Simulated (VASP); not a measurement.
# TiB4 (Pm-3m) in VASP: further runs

Runs on TiB4. Level: PBE. Tasks: single point, relaxation of cell and atoms.

Program: VASP 6.6.1. These are calculated values, not measurements. Logs are shortened: lines on timing, memory, paths and dates and some standing lists are left out, and cuts for length are marked.

## 1. The cell of the first run

Symmetry: Pm-3m, No. 221, cubic system. The conventional cell has a = 4.210 Å, b = 4.210 Å, c = 4.210 Å, α = 90.00°, β = 90.00°, γ = 90.00°. Ti (site symmetry m-3m) has 6 B at 2.11 Å within 2.8 Å. Within 2.8 Å of B (site symmetry 4/mmm) lie 2 Ti at 2.11 Å. Within 3.9 Å of B (site symmetry m-3m) lie 12 B at 2.98 Å and 8 Ti at 3.65 Å.

## 2. Single point, PBE

INCAR

```
SYSTEM = TiB4
PREC = Accurate
ENCUT = 520
EDIFF = 1E-6
ISMEAR = 0
SIGMA = 0.1
LREAL = .FALSE.
LASPH = .TRUE.
NELM = 60
ALGO = Normal
ISIF = 2
LWAVE = .FALSE.
LCHARG = .FALSE.
GGA = PE
NBANDS = 20
```

KPOINTS

```
regular mesh
0
G
  4 4 4
  0 0 0
```

POSCAR

```
TiB4
1.0
    4.2100856737      0.0000000000      0.0000000000
    0.0000000000      4.2100856737      0.0000000000
    0.0000000000      0.0000000000      4.2100856737
Ti B
1 4
Direct
    0.0000000000      0.0000000000      0.0000000000
    0.5000000000      0.0000000000      0.0000000000
    0.0000000000      0.5000000000      0.0000000000
    0.0000000000      0.0000000000      0.5000000000
    0.5000000000      0.5000000000      0.5000000000
```

Potentials or basis: VASP PAW PBE potentials, release 64 (Ti_sv, B).

Launch:

```bash
$ cat potpaw_PBE.64/Ti_sv/POTCAR potpaw_PBE.64/B/POTCAR > POTCAR
$ mpirun -np 1 vasp_std > vasp.out
```

OUTCAR:

```text
SYSTEM = TiB4
   PREC = Accurate
   ENCUT = 520
   EDIFF = 1E-6
   ISMEAR = 0
   LREAL = .FALSE.
   LASPH = .TRUE.
   NELM = 60
   ISIF = 2
   GGA = PE

 ion  position               nearest neighbor table
   1  0.000  0.000  0.000-   2 2.11   3 2.11   4 2.11   4 2.11   3 2.11   2 2.11
   2  0.500  0.000  0.000-   1 2.11   1 2.11
   3  0.000  0.500  0.000-   1 2.11   1 2.11
   4  0.000  0.000  0.500-   1 2.11   1 2.11
   5  0.500  0.500  0.500-

  LATTYP: Found a simple cubic cell.
 ALAT       =     4.2100856737

  Lattice vectors:

 A1 = (   4.2100856737,   0.0000000000,   0.0000000000)
 A2 = (   0.0000000000,   4.2100856737,   0.0000000000)
 A3 = (   0.0000000000,   0.0000000000,   4.2100856737)

Analysis of symmetry for initial positions (statically):
=====================================================================
 Subroutine PRICEL returns:
 Original cell was already a primitive cell.

 Routine SETGRP: Setting up the symmetry group for a
 simple cubic supercell.

 Subroutine GETGRP returns: Found 48 space group operations
 (whereof 48 operations were pure point group operations)
 out of a pool of 48 trial point group operations.

The static configuration has the point symmetry O_h .

Analysis of symmetry for dynamics (positions and initial velocities):
=====================================================================
 Subroutine PRICEL returns:
 Original cell was already a primitive cell.

 Routine SETGRP: Setting up the symmetry group for a
 simple cubic supercell.

 Subroutine GETGRP returns: Found 48 space group operations
 (whereof 48 operations were pure point group operations)
 out of a pool of 48 trial point group operations.

The dynamic configuration has the point symmetry O_h .

 Subroutine INISYM returns: Found 48 space group operations
 (whereof 48 operations are pure point group operations),
 and found     1 'primitive' translations

----------------------------------------------------------------------------------------

                                     Primitive cell

  volume of cell :      74.6230

  direct lattice vectors                    reciprocal lattice vectors
     4.210085674  0.000000000  0.000000000     0.237524858  0.000000000  0.000000000
     0.000000000  4.210085674  0.000000000     0.000000000  0.237524858  0.000000000
     0.000000000  0.000000000  4.210085674     0.000000000  0.000000000  0.237524858

  length of vectors
[... 75 lines left out ...]
   EDIFFG = 0.1E-04   stopping-criterion for IOM
   NSW    =      0    number of steps for IOM
   IBRION =     -1    ionic relax: 0-MD 1-quasi-New 2-CG
   NFREE  =      0    steps in history (QN), initial steepest desc. (CG)
   ISIF   =      2    stress and relaxation
   ISYM   =      2    0-nonsym 1-usesym 2-fastsym
   POTIM  = 0.5000    time-step for ionic-motion
   TEBEG  =    0.0;   TEEND  =   0.0 temperature during run
   PSTRESS=    0.0 pullay stress
   NELECT =      24.0000    total number of electrons
   NUPDOWN=      -1.0000    fix difference up-down
   EMIN   =  10.00;   EMAX   =-10.00  energy-range for DOS
   EFERMI =   0.00;   METHOD = LEGACY
   ISMEAR =     0;   SIGMA  =   0.10  broadening in eV -4-tet -1-fermi 0-gaus
   EFERMI_NEDOS =   21; number of points for ismear=-14 and -15
   IALGO  =     38    algorithm
   IMIX   =      4    mixing-type and parameters
     AMIX     =   0.40;   BMIX     =  1.00
     AMIX_MAG =   1.60;   BMIX_MAG =  1.00
  volume/ion in A,a.u.               =      14.92       100.72
  Fermi-wavevector in a.u.,A,eV,Ry     =   1.121642  2.119596 17.117232  1.258081
  Thomas-Fermi vector in A             =   2.258297
   LORBIT       =      0    0 simple, 1 ext, 2 COOP (PROOUT), +10 PAW based schemes
   GGA     = PE    functional components
   LHFCALC =     F    Hartree Fock is set to
   AEXX    =    0.0000 exact exchange contribution
   IVDW    =     0    specifies the selected vdW correction
   LEPSILON=     F    determine dielectric tensor
   LRPA    =     F    only Hartree local field effects (RPA)
 non-spin polarized calculation
 Gauss-broadening in eV      SIGMA  =   0.10
  energy-cutoff  :      520.00
  volume of cell :       74.62
 maximum number of plane-waves:      2040
 NGX is ok and might be reduce to    32
   NGX = 15   NGY = 15   NGZ = 15

 number of electron      23.9999995 magnetization

 Free energy of the ion-electron system (eV)
  ---------------------------------------------------
  ext. energy  EPLUGINS =         0.00000000
  ---------------------------------------------------
  free energy    TOTEN  =       -21.99903207 eV

  energy without entropy =      -21.97042036  energy(sigma->0) =      -21.98472622

 E-fermi :   2.1781     XC(G=0):  -9.7200

 val. band max:        2.1248624388   @ k =   0.5000   0.5000   0.0000
 cond. band min:       2.2287189657   @ k =   0.5000   0.5000   0.0000
 fundamental gap:      0.1038565269
 Fermi energy:         2.1781298036

 k-point     1 :       0.0000    0.0000    0.0000
  band No.  band energies     occupation
      1     -52.9365      2.00000
      2     -29.3136      2.00000
      3     -29.3136      2.00000
      4     -29.3136      2.00000
      5      -6.4191      2.00000
      6      -1.9954      2.00000
[... 219 lines left out ...]
     19       7.8005      0.00000
     20       7.8005      0.00000

------------------------ aborting loop because EDIFF is reached ----------------------------------------

  FORCE on cell =-STRESS in cart. coord.  units (eV):
  Direction    XX          YY          ZZ          XY          YZ          ZX
  --------------------------------------------------------------------------------------
  -------------------------------------------------------------------------------------
  Total       -0.1193872     -0.1193872     -0.1193872     -0.0000000      0.0000000     -0.0000000
  in kB       -2.5632775     -2.5632775     -2.5632775     -0.0000000      0.0000000     -0.0000000
  external PRESSURE =      -2.5632775 kB  Pullay stress =       0.0000000 kB

 VOLUME and BASIS-vectors are now :
 -----------------------------------------------------------------------------
  energy-cutoff  :      520.00
  volume of cell :       74.62
      direct lattice vectors                 reciprocal lattice vectors
     4.210085674  0.000000000  0.000000000     0.237524858  0.000000000  0.000000000
     0.000000000  4.210085674  0.000000000     0.000000000  0.237524858  0.000000000
     0.000000000  0.000000000  4.210085674     0.000000000  0.000000000  0.237524858

 POSITION                                       TOTAL-FORCE (eV/Angst)
 -----------------------------------------------------------------------------------
      0.00000      0.00000      0.00000         0.000000      0.000000      0.000000
      2.10504      0.00000      0.00000         0.000000      0.000000      0.000000
      0.00000      2.10504      0.00000         0.000000      0.000000      0.000000
      0.00000      0.00000      2.10504         0.000000      0.000000      0.000000
      2.10504      2.10504      2.10504         0.000000      0.000000      0.000000
 -----------------------------------------------------------------------------------
    total drift:                               -0.000000      0.000000     -0.000000

  FREE ENERGIE OF THE ION-ELECTRON SYSTEM (eV)
  ---------------------------------------------------
  free  energy   TOTEN  =       -21.9990320682 eV

  energy  without entropy=      -21.9704203636  energy(sigma->0) =      -21.98472622
```

OSZICAR:

```text
N       E                     dE             d eps       ncg     rms          rms(c)
DAV:   1     0.156016550799E+03    0.15602E+03   -0.10850E+04   400   0.111E+03
DAV:   2    -0.936889094751E+01   -0.16539E+03   -0.15986E+03   424   0.291E+02
DAV:   3    -0.230466414466E+02   -0.13678E+02   -0.13354E+02   676   0.751E+01
DAV:   4    -0.234047150922E+02   -0.35807E+00   -0.35413E+00   476   0.114E+01
DAV:   5    -0.234186228254E+02   -0.13908E-01   -0.13898E-01   620   0.209E+00    0.154E+01
DAV:   6    -0.219709918749E+02    0.14476E+01   -0.99948E+00   516   0.219E+01    0.520E+00
DAV:   7    -0.219886377829E+02   -0.17646E-01   -0.74000E-01   532   0.618E+00    0.358E+00
DAV:   8    -0.220064063984E+02   -0.17769E-01   -0.25045E-01   552   0.401E+00    0.156E+00
DAV:   9    -0.219987240815E+02    0.76823E-02   -0.93031E-02   544   0.212E+00    0.289E-01
DAV:  10    -0.219988449785E+02   -0.12090E-03   -0.41121E-03   560   0.391E-01    0.141E-01
DAV:  11    -0.219990397976E+02   -0.19482E-03   -0.76162E-04   464   0.216E-01    0.207E-02
DAV:  12    -0.219990306455E+02    0.91521E-05   -0.90139E-05   516   0.483E-02    0.153E-02
DAV:  13    -0.219990322481E+02   -0.16027E-05   -0.88822E-06   520   0.222E-02    0.312E-03
DAV:  14    -0.219990320682E+02    0.17989E-06   -0.53251E-07   292   0.463E-03
   1 F= -.21999032E+02 E0= -.21984726E+02  d E =-.286117E-01
```

stdout:

```text
POSCAR found type information on POSCAR TiB
 POSCAR found :  2 types and       5 ions
 scaLAPACK will be used
 LDA part: xc-table for (Slater+PW92), standard interpolation
 POSCAR, INCAR and KPOINTS ok, starting setup
 FFT: planning ... GRIDC
 FFT: planning ... GRID_SOFT
 FFT: planning ... GRID
 WAVECAR not read
 entering main loop
```

It took 12 s on 1 thread of Intel Xeon Platinum 8488C (Sapphire Rapids), shared host; peak memory 0.17 GiB.

Results:

```
Free energy            : -21.9990 eV
Pressure               : -0.3 GPa
Band gap on the k mesh : zero (band 12 reaches 4.42 eV, above the bottom of band 13 at 1.22 eV)
```

Levels at points of the mesh, in eV from the Fermi level:
```
           k point  band 9  band 10  band 11  band 12  band 13  band 14
(0.00, 0.00, 0.00)   -1.23    -1.23    -1.23     2.24     2.24     2.24
(0.50, 0.00, 0.00)   -1.22    -0.64    -0.64     0.39     0.39     2.07
(0.50, 0.50, 0.00)   -1.54    -0.97    -0.05     0.05     0.05     1.35
(0.50, 0.50, 0.50)   -2.94    -2.94    -2.94    -2.47    -0.94    -0.94
```

Caveat: the k points lie up to 0.37 Å⁻¹ apart.

## 3. Relaxation of cell and atoms, PBE

This run uses another cell than the first one, of 11.10 Å³/atom, 0.744 times its volume.

INCAR

```
SYSTEM = TiB4
  PREC = Accurate
  ENCUT = 600
  EDIFF = 1E-6
  ISMEAR = 0
  SIGMA = 0.1
  LREAL = .FALSE.
  LASPH = .TRUE.
  NELM = 100
  ALGO = Normal
  ISIF = 3
  LWAVE = .FALSE.
  LCHARG = .FALSE.
  GGA = PE
  IBRION = 2
  NSW = 90
  EDIFFG = -0.04
```

KPOINTS is that of step 2.

POSCAR: that of step 2 with these lines changed.

```diff
@@ -2,5 +2,5 @@
 1.0
-    4.2100856737      0.0000000000      0.0000000000
-    0.0000000000      4.2100856737      0.0000000000
-    0.0000000000      0.0000000000      4.2100856737
+    3.8144192200      0.0000000000      0.0000000000
+    0.0000000000      3.8144192200      0.0000000000
+    0.0000000000      0.0000000000      3.8144192200
 Ti B
```

Potentials or basis: VASP PAW PBE potentials, release 64 (Ti_sv, B).

Launch:

```bash
$ cat potpaw_PBE.64/Ti_sv/POTCAR potpaw_PBE.64/B/POTCAR > POTCAR
$ mpirun -np 1 vasp_std > vasp.out
```

Run time: 28 s. Hardware: 1 thread of Intel Xeon Platinum 8488C (Sapphire Rapids), shared host; peak memory 0.16 GiB.

Results (log left out):

- Free energy: -21.9938 eV
- Relaxed volume: 14.96 Å³/atom
- Relaxed cell: a = 4.213 Å, b = 4.213 Å, c = 4.213 Å, α = 90.00°, β = 90.00°, γ = 90.00°
- Space group after relaxing (to 0.05 Å): Pm-3m (No. 221)
- Energy gained by relaxing: 203.3 meV/atom
- Ionic steps: 3
- Pressure after relaxing: -0.4 GPa
- Band gap on the k mesh: zero (band 12 reaches 4.40 eV, above the bottom of band 13 at 1.21 eV)

The path:
```csv
step,energy change (eV),largest force (eV/Å),pressure (GPa),volume (Å³)
1,0.0000,0.0000,21.65,55.50
2,-0.9487,0.0000,3.98,68.44
3,-1.0163,0.0000,-0.40,74.79
```

Final structure:
```
Ti B
1.0
     4.21327    0.00000    0.00000
     0.00000    4.21327    0.00000
     0.00000    0.00000    4.21327
Ti B
1 4
Direct
  0.00000 0.00000 0.00000
  0.50000 0.00000 0.00000
  0.00000 0.50000 0.00000
  0.00000 0.00000 0.50000
  0.50000 0.50000 0.50000
```

Levels at points of the mesh, in eV from the Fermi level:
```tsv
k point	band 7	band 8	band 9	band 10	band 11	band 12	band 13	band 14	band 15	band 16
(0.00, 0.00, 0.00)	-4.17	-2.20	-1.23	-1.23	-1.23	2.24	2.24	2.24	3.36	3.36
(0.50, 0.00, 0.00)	-3.97	-1.85	-1.22	-0.63	-0.63	0.39	0.39	2.07	2.31	2.82
(0.50, 0.50, 0.00)	-4.93	-4.93	-1.53	-0.97	-0.05	0.05	0.05	1.35	1.35	2.12
(0.50, 0.50, 0.50)	-3.99	-3.91	-2.93	-2.93	-2.93	-2.47	-0.94	-0.94	3.35	3.35
```

Caveat: the k points lie up to 0.37 Å⁻¹ apart in the final cell; the volume moved by over 15 % at a fixed basis, so the end points are rough.
